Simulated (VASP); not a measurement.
# Al2Cu in VASP: further runs

Runs on Al2Cu. Level: PBE. Tasks: single point.

Everything below comes from runs of VASP 6.6.1. Logs are shortened: lines on timing, memory, paths and dates and some standing lists are left out, and cuts for length are marked.

## (1) The cell of the first run

The typed cell holds 3 atoms: a = 4.089 Å, b = 4.089 Å, c = 4.089 Å, α = 120.00°, β = 120.00°, γ = 90.01°.

## (2) Single point, PBE

Input file INCAR:

```
PREC = Accurate ; ENCUT = 520
EDIFF = 1E-6 ; ISMEAR = 0
SIGMA = 0.15 ; LREAL = F
LASPH = T ; NELM = 60
ALGO = Fast ; ISIF = 2
LWAVE = F ; LCHARG = T
GGA = PE ; LELF = T
LVHAR = T ; NBANDS = 16
```

Input file KPOINTS:

```
Automatic mesh
0
Gamma
  16 16 16
```

Input file POSCAR:

```
Al2Cu
1.0
   -2.0446280232      2.0446280232      2.8912313231
    2.0446280232     -2.0446280232      2.8912313231
    2.0446280232      2.0446280232     -2.8912313231
Al Cu
2 1
Direct
    0.7500000000      0.2500000000      0.5000000000
    0.2500000000      0.7500000000      0.5000000000
    0.5000000000      0.5000000000      0.0000000000
```

Potentials or basis: VASP PAW PBE potentials, release 64 (Al, Cu).

On the command line:

```bash
$ cat potpaw_PBE.64/Al/POTCAR potpaw_PBE.64/Cu/POTCAR > POTCAR
$ mpirun -np 1 vasp_std > vasp.out
```

OUTCAR:

```text
PREC = Accurate
   ENCUT = 520
   EDIFF = 1E-6
   ISMEAR = 0
   LREAL = F
   LASPH = T
   NELM = 60
   ISIF = 2
   GGA = PE

 ion  position               nearest neighbor table
   1  0.750  0.250  0.500-   3 2.50   3 2.50   3 2.50   3 2.50   2 2.89   2 2.89   2 2.89   2 2.89
                             2 2.89   2 2.89
   2  0.250  0.750  0.500-   3 2.50   3 2.50   3 2.50   3 2.50   1 2.89   1 2.89   1 2.89   1 2.89
                             1 2.89   1 2.89
   3  0.500  0.500  0.000-   2 2.50   1 2.50   1 2.50   2 2.50   1 2.50   2 2.50   2 2.50   1 2.50

  LATTYP: Found a body centered tetragonal cell.
 ALAT       =     4.0892560464
 C/A-ratio  =     1.4140622599

  Lattice vectors:

 A1 = (  -2.0446280232,   2.0446280232,   2.8912313231)
 A2 = (   2.0446280232,  -2.0446280232,   2.8912313231)
 A3 = (   2.0446280232,   2.0446280232,  -2.8912313231)

Analysis of symmetry for initial positions (statically):
=====================================================================
 Subroutine PRICEL returns:
 Original cell was already a primitive cell.

 Routine SETGRP: Setting up the symmetry group for a
 body centered tetragonal supercell.

 Subroutine GETGRP returns: Found 16 space group operations
 (whereof 16 operations were pure point group operations)
 out of a pool of 16 trial point group operations.

The static configuration has the point symmetry D_4h.

Analysis of symmetry for dynamics (positions and initial velocities):
=====================================================================
 Subroutine PRICEL returns:
 Original cell was already a primitive cell.

 Routine SETGRP: Setting up the symmetry group for a
 body centered tetragonal supercell.

 Subroutine GETGRP returns: Found 16 space group operations
 (whereof 16 operations were pure point group operations)
 out of a pool of 16 trial point group operations.

The dynamic configuration has the point symmetry D_4h.

 Subroutine INISYM returns: Found 16 space group operations
 (whereof 16 operations are pure point group operations),
 and found     1 'primitive' translations

----------------------------------------------------------------------------------------

                                     Primitive cell

  volume of cell :      48.3472

  direct lattice vectors                    reciprocal lattice vectors
[... 84 lines left out ...]
   LNONCOLLINEAR =      F non collinear calculations
   LSORBIT =      F    spin-orbit coupling
   LASPH  =      T    aspherical Exc in radial PAW
   ENCUT  =  520.0 eV  38.22 Ry    6.18 a.u.   7.60  7.60  7.60*2*pi/ulx,y,z
   NELM   =     60;   NELMIN=  2; NELMDL= -5     # of ELM steps
   EDIFF  = 0.1E-05   stopping-criterion for ELM
   LREAL  =      F    real-space projection
   EDIFFG = 0.1E-04   stopping-criterion for IOM
   NSW    =      0    number of steps for IOM
   IBRION =     -1    ionic relax: 0-MD 1-quasi-New 2-CG
   NFREE  =      0    steps in history (QN), initial steepest desc. (CG)
   ISIF   =      2    stress and relaxation
   ISYM   =      2    0-nonsym 1-usesym 2-fastsym
   POTIM  = 0.5000    time-step for ionic-motion
   TEBEG  =    0.0;   TEEND  =   0.0 temperature during run
   PSTRESS=    0.0 pullay stress
   NELECT =      17.0000    total number of electrons
   NUPDOWN=      -1.0000    fix difference up-down
   EMIN   =  10.00;   EMAX   =-10.00  energy-range for DOS
   EFERMI =   0.00;   METHOD = LEGACY
   ISMEAR =     0;   SIGMA  =   0.15  broadening in eV -4-tet -1-fermi 0-gaus
   EFERMI_NEDOS =   21; number of points for ismear=-14 and -15
   IALGO  =     68    algorithm
   IMIX   =      4    mixing-type and parameters
     AMIX     =   0.40;   BMIX     =  1.00
     AMIX_MAG =   1.60;   BMIX_MAG =  1.00
  volume/ion in A,a.u.               =      16.12       108.75
  Fermi-wavevector in a.u.,A,eV,Ry     =   1.155493  2.183565 18.166010  1.335164
  Thomas-Fermi vector in A             =   2.292121
   LORBIT       =      0    0 simple, 1 ext, 2 COOP (PROOUT), +10 PAW based schemes
   GGA     = PE    functional components
   LHFCALC =     F    Hartree Fock is set to
   AEXX    =    0.0000 exact exchange contribution
   IVDW    =     0    specifies the selected vdW correction
   LEPSILON=     F    determine dielectric tensor
   LRPA    =     F    only Hartree local field effects (RPA)
 non-spin polarized calculation
 RMM-DIIS sequential band-by-band and
 Gauss-broadening in eV      SIGMA  =   0.15
  energy-cutoff  :      520.00
  volume of cell :       48.35
 maximum number of plane-waves:      1319
   NGX = 15   NGY = 15   NGZ = 15

 number of electron      16.9999990 magnetization

 Free energy of the ion-electron system (eV)
  ---------------------------------------------------
  ext. energy  EPLUGINS =         0.00000000
  ---------------------------------------------------
  free energy    TOTEN  =       -11.75307869 eV

  energy without entropy =      -11.74370621  energy(sigma->0) =      -11.74839245

 E-fermi :   6.9004     XC(G=0): -10.4061

 val. band max:        6.8841309380   @ k =  -0.0625   0.1250   0.0625
 cond. band min:       6.9105598873   @ k =  -0.2500   0.3125   0.1875
 fundamental gap:      0.0264289493
 Fermi energy:         6.9003996041

 k-point     1 :       0.0000    0.0000    0.0000
  band No.  band energies     occupation
      1      -3.2207      2.00000
      2       2.4014      2.00000
      3       2.4015      2.00000
      4       2.4015      2.00000
      5       2.9500      2.00000
      6       2.9502      2.00000
[... 433 lines left out ...]
      3       2.4118      2.00000
      4       2.4119      2.00000
      5       2.9381      2.00000
      6       2.9560      2.00000
[... 8 lines left out ...]
     15      13.8708      0.00000
     16      13.8742      0.00000

 [... further k-points ...]
[... 5 lines left out ...]
  --------------------------------------------------------------------------------------
  -------------------------------------------------------------------------------------
  Total        0.0608427      0.0608427      0.0639453      0.0000000      0.0000000     -0.0000000
  in kB        2.0162651      2.0162651      2.1190832      0.0000000      0.0000000     -0.0000000
  external PRESSURE =       2.0505378 kB  Pullay stress =       0.0000000 kB

 VOLUME and BASIS-vectors are now :
 -----------------------------------------------------------------------------
  energy-cutoff  :      520.00
  volume of cell :       48.35
      direct lattice vectors                 reciprocal lattice vectors
    -2.044628023  2.044628023  2.891231323     0.000000000  0.244543259  0.172936699
     2.044628023 -2.044628023  2.891231323     0.244543259  0.000000000  0.172936699
     2.044628023  2.044628023 -2.891231323     0.244543259  0.244543259  0.000000000

 POSITION                                       TOTAL-FORCE (eV/Angst)
 -----------------------------------------------------------------------------------
     -0.00000      2.04463      1.44562         0.000000      0.000000     -0.000000
      2.04463     -0.00000      1.44562        -0.000000     -0.000000      0.000000
      0.00000      0.00000      2.89123        -0.000000     -0.000000     -0.000000
 -----------------------------------------------------------------------------------
    total drift:                                0.000000     -0.000000      0.000000

  FREE ENERGIE OF THE ION-ELECTRON SYSTEM (eV)
  ---------------------------------------------------
  free  energy   TOTEN  =       -11.7530786879 eV

  energy  without entropy=      -11.7437062086  energy(sigma->0) =      -11.74839245
```

OSZICAR:

```text
N       E                     dE             d eps       ncg     rms          rms(c)
DAV:   1     0.618845403183E+02    0.61885E+02   -0.68183E+03 11176   0.111E+03
DAV:   2    -0.114989094910E+02   -0.73383E+02   -0.64938E+02 11872   0.200E+02
DAV:   3    -0.140151438381E+02   -0.25162E+01   -0.24638E+01 15224   0.420E+01
DAV:   4    -0.140699081106E+02   -0.54764E-01   -0.54741E-01 13352   0.526E+00
DAV:   5    -0.140726132603E+02   -0.27051E-02   -0.27051E-02 17144   0.130E+00    0.151E+01
RMM:   6    -0.164086578014E+02   -0.23360E+01   -0.39110E+01 14034   0.945E+01    0.131E+01
RMM:   7    -0.118534886259E+02    0.45552E+01   -0.11330E+01 12670   0.534E+01    0.167E+00
RMM:   8    -0.117687610185E+02    0.84728E-01   -0.65294E-01 11965   0.126E+01    0.770E-01
RMM:   9    -0.117525118136E+02    0.16249E-01   -0.10328E-01 12465   0.184E+00    0.207E-01
RMM:  10    -0.117541352896E+02   -0.16235E-02   -0.88823E-03 14763   0.836E-01    0.203E-01
RMM:  11    -0.117533114786E+02    0.82381E-03   -0.26907E-03 14541   0.479E-01    0.800E-02
RMM:  12    -0.117532300619E+02    0.81417E-04   -0.79675E-04 15574   0.281E-01    0.976E-02
RMM:  13    -0.117530758964E+02    0.15417E-03   -0.26999E-04 14647   0.188E-01    0.215E-02
RMM:  14    -0.117530970908E+02   -0.21194E-04   -0.92470E-05 15541   0.748E-02    0.317E-02
RMM:  15    -0.117530891462E+02    0.79446E-05   -0.11985E-05 15127   0.345E-02    0.303E-02
RMM:  16    -0.117530784076E+02    0.10739E-04   -0.30437E-05 14413   0.694E-02    0.765E-03
RMM:  17    -0.117530786879E+02   -0.28025E-06   -0.26817E-06 12077   0.147E-02
   1 F= -.11753079E+02 E0= -.11748392E+02  d E =-.937248E-02
```

stdout:

```text
POSCAR found type information on POSCAR AlCu
 POSCAR found :  2 types and       3 ions
 scaLAPACK will be used
 LDA part: xc-table for (Slater+PW92), standard interpolation
 POSCAR, INCAR and KPOINTS ok, starting setup
 FFT: planning ... GRIDC
 FFT: planning ... GRID_SOFT
 FFT: planning ... GRID
 WAVECAR not read
 entering main loop
WARNING in EDDRMM: call to ZHEGV failed, returncode =   8  4     16
```

Run time: 3.2 min. Hardware: 1 thread of Intel Xeon 6975P-C (Granite Rapids), shared host; peak memory 0.37 GiB.

Results:

| Property | Result |
| --- | --- |
| Free energy | -11.7531 eV |
| Pressure | 0.2 GPa |

Levels at points of the mesh, in eV from the Fermi level:
```csv
k point,band 5,band 6,band 7,band 8,band 9,band 10,band 11,band 12,band 13,band 14
"(0.00, 0.00, 0.00)",-3.95,-3.95,2.85,2.85,2.85,2.92,2.92,2.92,4.04,6.89
"(0.50, 0.00, 0.00)",-3.91,-3.89,-3.89,0.62,0.62,2.88,2.88,3.67,4.33,9.68
"(0.50, 0.50, 0.00)",-4.01,-3.80,-3.68,-1.95,-1.95,0.26,1.56,8.95,10.44,10.44
"(0.50, 0.50, 0.50)",-4.01,-3.80,-3.68,-1.95,-1.95,0.26,1.56,8.95,10.44,10.44
```

## (3) Single point, PBE

This run uses another cell than the first one: it holds 12 atoms, not 3.

Input file INCAR:

```
SYSTEM = Al2Cu
ALGO     = Fast           ! electronic algorithm
EDIFF    = 1E-6           ! SCF threshold, eV
ENCUT    = 520            ! plane-wave cutoff, eV
GGA      = PE             ! functional
ISIF     = 2              ! what is computed and relaxed
ISMEAR   = 0              ! smearing method
LASPH    = .TRUE.         ! aspherical terms in the spheres
LCHARG   = .FALSE.        ! write CHGCAR
LREAL    = .FALSE.        ! projectors in reciprocal space
LWAVE    = .FALSE.        ! write WAVECAR
NBANDS   = 46             ! bands
NELM     = 80             ! most SCF steps
PREC     = Accurate       ! precision mode
SIGMA    = 0.15           ! smearing width, eV
```

Input file KPOINTS:

```
k-points
0
G
  8 8 8
  0 0 0
```

Input file POSCAR:

```
Al2Cu
1.0
    0.0000000000      0.0000000000     -5.7824626463
    4.0892560465     -4.0892560465      0.0000000000
   -4.0892560465     -4.0892560465      0.0000000000
Al Cu
8 4
Direct
    0.2500000000      0.7500000000      0.2500000000
    0.7500000000      0.2500000000      0.2500000000
    0.2500000000      0.2500000000      0.7500000000
    0.7500000000      0.7500000000      0.7500000000
    0.2500000000      0.2500000000      0.2500000000
    0.7500000000      0.7500000000      0.2500000000
    0.2500000000      0.7500000000      0.7500000000
    0.7500000000      0.2500000000      0.7500000000
    0.5000000000      0.0000000000      0.0000000000
    0.0000000000      0.5000000000      0.0000000000
    0.5000000000      0.5000000000      0.5000000000
    0.0000000000      0.0000000000      0.5000000000
```

Potentials or basis: VASP PAW PBE potentials, release 64 (Al, Cu).

On the command line:

```bash
$ cat potpaw_PBE.64/Al/POTCAR potpaw_PBE.64/Cu/POTCAR > POTCAR
$ mpirun -np 1 vasp_std > vasp.out
```

OUTCAR:

```text
SYSTEM = Al2Cu
   EDIFF = 1E-6
   ENCUT = 520
   GGA = PE
   ISIF = 2
   ISMEAR = 0
   LASPH = .TRUE.
   LREAL = .FALSE.
   NELM = 80
   PREC = Accurate

 ion  position               nearest neighbor table
   1  0.250  0.750  0.250-   9 2.50  10 2.50  11 2.50  12 2.50   6 2.89   6 2.89   7 2.89   7 2.89
                             5 2.89   5 2.89
   2  0.750  0.250  0.250-   9 2.50  10 2.50  11 2.50  12 2.50   5 2.89   5 2.89   8 2.89   8 2.89
                             6 2.89   6 2.89
   3  0.250  0.250  0.750-   9 2.50  10 2.50  11 2.50  12 2.50   8 2.89   8 2.89   5 2.89   5 2.89
                             7 2.89   7 2.89
   4  0.750  0.750  0.750-   9 2.50  10 2.50  11 2.50  12 2.50   7 2.89   7 2.89   8 2.89   6 2.89
                             8 2.89   6 2.89
   5  0.250  0.250  0.250-   9 2.50  10 2.50  11 2.50  12 2.50   2 2.89   2 2.89   3 2.89   3 2.89
                             1 2.89   1 2.89
   6  0.750  0.750  0.250-   9 2.50  10 2.50  11 2.50  12 2.50   1 2.89   1 2.89   4 2.89   4 2.89
                             2 2.89   2 2.89
   7  0.250  0.750  0.750-   9 2.50  10 2.50  11 2.50  12 2.50   4 2.89   4 2.89   1 2.89   1 2.89
                             3 2.89   3 2.89
   8  0.750  0.250  0.750-   9 2.50  10 2.50  11 2.50  12 2.50   3 2.89   3 2.89   4 2.89   2 2.89
                             4 2.89   2 2.89
   9  0.500  0.000  0.000-   1 2.50   2 2.50   3 2.50   4 2.50   5 2.50   6 2.50   7 2.50   8 2.50

  10  0.000  0.500  0.000-   1 2.50   2 2.50   3 2.50   4 2.50   5 2.50   6 2.50   7 2.50   8 2.50

  11  0.500  0.500  0.500-   1 2.50   2 2.50   3 2.50   4 2.50   5 2.50   6 2.50   7 2.50   8 2.50

  12  0.000  0.000  0.500-   1 2.50   2 2.50   3 2.50   4 2.50   5 2.50   6 2.50   7 2.50   8 2.50

  LATTYP: Found a simple tetragonal cell.
 ALAT       =     5.7830813610
 C/A-ratio  =     0.9998930130

  Lattice vectors:

 A1 = (   4.0892560465,  -4.0892560465,   0.0000000000)
 A2 = (  -4.0892560465,  -4.0892560465,   0.0000000000)
[... 183 lines left out ...]
 non-spin polarized calculation
 RMM-DIIS sequential band-by-band and
 Gauss-broadening in eV      SIGMA  =   0.15
  energy-cutoff  :      520.00
  volume of cell :      193.39
 maximum number of plane-waves:      5248
 NGX is ok and might be reduce to    48

 number of electron      67.9999968 magnetization

 Free energy of the ion-electron system (eV)
  ---------------------------------------------------
  ext. energy  EPLUGINS =         0.00000000
  ---------------------------------------------------
  free energy    TOTEN  =       -47.03276747 eV

  energy without entropy =      -47.00754194  energy(sigma->0) =      -47.02015471

 E-fermi :   6.9024     XC(G=0): -10.4061

 val. band max:        6.8705489276   @ k =   0.5000   0.1250   0.0000
 cond. band min:       7.0041839532   @ k =   0.3750   0.5000   0.3750
 fundamental gap:      0.1336350256
 Fermi energy:         6.9024299364

 k-point     1 :       0.0000    0.0000    0.0000
  band No.  band energies     occupation
      1      -3.2207      2.00000
      2       0.7880      2.00000
      3       0.7880      2.00000
      4       0.7893      2.00000
      5       1.1472      2.00000
      6       1.1472      2.00000
[... 1165 lines left out ...]
     45      11.9048      0.00000
     46      11.9053      0.00000

 [... further k-points ...]

------------------------ aborting loop because EDIFF is reached ----------------------------------------

  FORCE on cell =-STRESS in cart. coord.  units (eV):
  Direction    XX          YY          ZZ          XY          YZ          ZX
  --------------------------------------------------------------------------------------
  -------------------------------------------------------------------------------------
  Total        0.1487367      0.1487367      0.1627256      0.0000000     -0.0000000      0.0000000
  in kB        1.2322455      1.2322455      1.3481402      0.0000000     -0.0000000      0.0000000
  external PRESSURE =       1.2708771 kB  Pullay stress =       0.0000000 kB

 VOLUME and BASIS-vectors are now :
 -----------------------------------------------------------------------------
  energy-cutoff  :      520.00
  volume of cell :      193.39
      direct lattice vectors                 reciprocal lattice vectors
     0.000000000  0.000000000 -5.782462646     0.000000000  0.000000000 -0.172936699
     4.089256047 -4.089256047  0.000000000     0.122271629 -0.122271629  0.000000000
    -4.089256047 -4.089256047  0.000000000    -0.122271629 -0.122271629  0.000000000

 POSITION                                       TOTAL-FORCE (eV/Angst)
 -----------------------------------------------------------------------------------
      2.04463     -4.08926     -1.44562        -0.000000     -0.000000     -0.000000
      0.00000     -2.04463     -4.33685        -0.000000     -0.000000     -0.000000
     -2.04463     -4.08926     -1.44562         0.000000     -0.000000     -0.000000
      0.00000     -6.13388     -4.33685         0.000000     -0.000000     -0.000000
      0.00000     -2.04463     -1.44562         0.000000     -0.000000     -0.000000
      2.04463     -4.08926     -4.33685         0.000000     -0.000000     -0.000000
      0.00000     -6.13388     -1.44562         0.000000     -0.000000     -0.000000
     -2.04463     -4.08926     -4.33685         0.000000     -0.000000     -0.000000
      0.00000      0.00000     -2.89123        -0.000000      0.000000      0.000000
      2.04463     -2.04463      0.00000         0.000000      0.000000     -0.000000
      0.00000     -4.08926     -2.89123         0.000000     -0.000000      0.000000
     -2.04463     -2.04463      0.00000         0.000000     -0.000000      0.000000
 -----------------------------------------------------------------------------------
    total drift:                               -0.000000     -0.000000     -0.000000

  FREE ENERGIE OF THE ION-ELECTRON SYSTEM (eV)
  ---------------------------------------------------
  free  energy   TOTEN  =       -47.0327674726 eV

  energy  without entropy=      -47.0075419420  energy(sigma->0) =      -47.02015471
```

It took 9.7 min on 1 thread of Intel Xeon 6975P-C (Granite Rapids), shared host; peak memory 0.65 GiB.

What came out:

```
Free energy            : -47.0328 eV
Pressure               : 0.1 GPa
Band gap on the k mesh : zero (band 34 reaches 7.62 eV, above the bottom of band 35 at 6.05 eV)
```

Levels at points of the mesh, in eV from the Fermi level:
```tsv
k point	band 31	band 32	band 33	band 34	band 35	band 36	band 37	band 38
(0.00, 0.00, 0.00)	-1.95	-1.95	-1.95	0.25	0.26	0.26	1.56	1.56
(0.50, 0.00, 0.00)	-0.53	-0.53	-0.53	-0.53	-0.48	-0.48	0.92	0.92
(0.00, 0.50, 0.00)	-0.53	-0.53	-0.52	-0.52	-0.48	-0.48	0.92	0.92
(0.50, 0.50, 0.00)	-2.65	-2.65	0.35	0.35	0.35	0.35	2.37	2.37
(0.00, 0.50, 0.50)	-2.65	-2.65	0.35	0.35	0.35	0.35	2.37	2.37
(0.50, 0.50, 0.50)	0.61	0.61	0.62	0.62	0.62	0.62	2.88	2.88
```
